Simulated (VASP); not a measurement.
A run of VASP 6.6.1:

Contents of INCAR:

```
SYSTEM = BeS
PREC = Accurate ; ENCUT = 520
EDIFF = 1E-7 ; ISMEAR = 0
SIGMA = 0.02 ; LREAL = .False.
LASPH = .True. ; NELM = 100
ALGO = Normal ; ISIF = 2
LWAVE = .False. ; LCHARG = .False.
GGA = PE ; NBANDS = 11
```

Contents of KPOINTS:

```
regular mesh
0
Gamma
  10 10 10
  0 0 0
```

Contents of POSCAR:

```
BeS
1.0
    0.0000000000      2.3146899932      2.3146899932
    2.3146899932      0.0000000000      2.3146899932
    2.3146899932      2.3146899932      0.0000000000
Be S
1 1
Direct
    0.0000000000      0.0000000000      0.0000000000
    0.5000000000      0.5000000000      0.5000000000
```

Potentials or basis: VASP PAW PBE potentials, release 64 (Be, S).

Launch:

```sh
$ cat potpaw_PBE.64/Be/POTCAR potpaw_PBE.64/S/POTCAR > POTCAR
$ mpirun -np 1 vasp_std > vasp.out
```

Hardware: 1 thread of AMD EPYC 7R43 64-Core Processor (Zen 3), on a shared host.

Task: Estimate the wall time of this run.

Result: It took 8.2 s on 1 thread of AMD EPYC 7R43 64-Core Processor (Zen 3) (shared host), peak memory 0.1 GiB. Counts: scf iterations 12, k points 47.
